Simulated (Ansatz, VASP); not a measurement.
# One calculation of V, two programs

Contents of INCAR:

```
PREC = Accurate
ENCUT = 520
EDIFF = 1E-6
ISMEAR = 0
SIGMA = 0.05
LREAL = F
LASPH = T
NELM = 150
ALGO = Fast
ISIF = 2
LWAVE = F
LCHARG = T
ISPIN = 2
MAGMOM = 1
LORBIT = 11
LMAXMIX = 4
GGA = PE
LELF = T
LVHAR = T
NBANDS = 16
```

The input KPOINTS:

```
regular mesh
0
Gamma
  20 20 20
```

The input POSCAR:

```
V
1.0
   -1.5143500000      1.5143500000      1.5143500000
    1.5143500000     -1.5143500000      1.5143500000
    1.5143500000      1.5143500000     -1.5143500000
V
1
Direct
    0.0000000000      0.0000000000      0.0000000000
```

Input for Ansatz:

```yaml
crystal:
  lattice:
    - [-1.51435, 1.51435, 1.51435]
    - [1.51435, -1.51435, 1.51435]
    - [1.51435, 1.51435, -1.51435]
  atoms:
    - { symbol: V, position: [0.0, 0.0, 0.0], spin: 1.0 }
basis:
  ecutwfc: 420
  ecutrho_ratio: 4
kpoints:
  mp_grid: { grid: [20, 20, 20] }
hamiltonian:
  xc: pbe
scf:
  occupations: { method: gaussian, width: 0.05 }
output:
  forces: true
  stress: true
  eigenvalues: true
  populations: true
magnetization:
  spin_polarized: true
```

Alike in both runs: task single point; functional PBE; k mesh 20 × 20 × 20; occupations gaussian, width 0.05 eV; collinear spin.

|  | VASP | Ansatz |
| --- | --- | --- |
| version | VASP 6.6.1 | Ansatz 0.2.0 |
| potentials or method | VASP PAW PBE potentials, release 64 (V_sv), cutoff 520 eV | scalar-relativistic, plane waves, PAW |
| valence electrons in the cell | 13 | 13 |

Ansatz gave:

| Property | Result |
| --- | --- |
| gap on the k mesh at the Fermi level (eV) | none |
| pressure (GPa) | -5.5 |
| net moment per atom (μB) | 0.00 |

**Question.** Estimate VASP's values.

**Answer.** gap on the k mesh at the Fermi level (eV): none; pressure (GPa): -5.2; net moment per atom (μB): 0.00.

A gap of «none» marks a metal or a gap that the smearing closes. Ansatz's warnings: seeded moment not kept.
